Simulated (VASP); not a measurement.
Write the native input for VASP 6.6.1 that does the following.

```
Task                   : single point
Functional             : PBE
Potentials or basis    : VASP PAW PBE potentials, release 64 (Li_sv, F)
Cutoff                 : 520 eV
k mesh                 : 10 × 10 × 10
Occupations            : gaussian, width 0.05 eV
Spin                   : no spin polarisation
Dipole correction      : no
Further INCAR settings : ALGO = Normal; EDIFF = 1e-06; NBANDS = 12
```

The structure of LiF lies in POSCAR:

```
LiF
1.0
    2.5595330000      0.0000000000      0.0000000000
    0.0000000000      2.5595330000      0.0000000000
    0.0000000000      0.0000000000      2.5595330000
Li F
1 1
Direct
    0.0000000000      0.0000000000      0.0000000000
    0.5225568598      0.5225568598      0.5225568598
```

This cell differs from its parent crystal: all F atoms moved -0.100 Å, as atom 2 towards its neighbour atom 1 (Li) at 2.217 Å.

One way to write it, as run:

INCAR

```
ALGO = Normal ; EDIFF = 1E-6
ENCUT = 520 ; GGA = PE
ISIF = 2 ; ISMEAR = 0
LASPH = T ; LCHARG = F
LREAL = F ; LWAVE = F
NBANDS = 12 ; NELM = 60
PREC = Accurate ; SIGMA = 0.05
```

KPOINTS

```
k-points
0
Gamma
  10 10 10
```

Potentials or basis: VASP PAW PBE potentials, release 64 (Li_sv, F).

The run is started by

```sh
$ cat potpaw_PBE.64/Li_sv/POTCAR potpaw_PBE.64/F/POTCAR > POTCAR
$ mpirun -np 1 vasp_std > vasp.out
```

It gave:

The largest force is 0.032 eV/Å. The band gap on the k mesh is 7.51 eV, indirect (least direct gap 8.17 eV).

Caveat: the cell differs from its parent crystal (all F atoms moved -0.100 Å, as atom 2 towards its neighbour atom 1 (Li) at 2.217 Å).

Wall time 6.8 s on 1 thread of Intel(R) Xeon(R) 6975P-C (Granite Rapids), with other jobs on the host, peak memory 0.13 GiB.
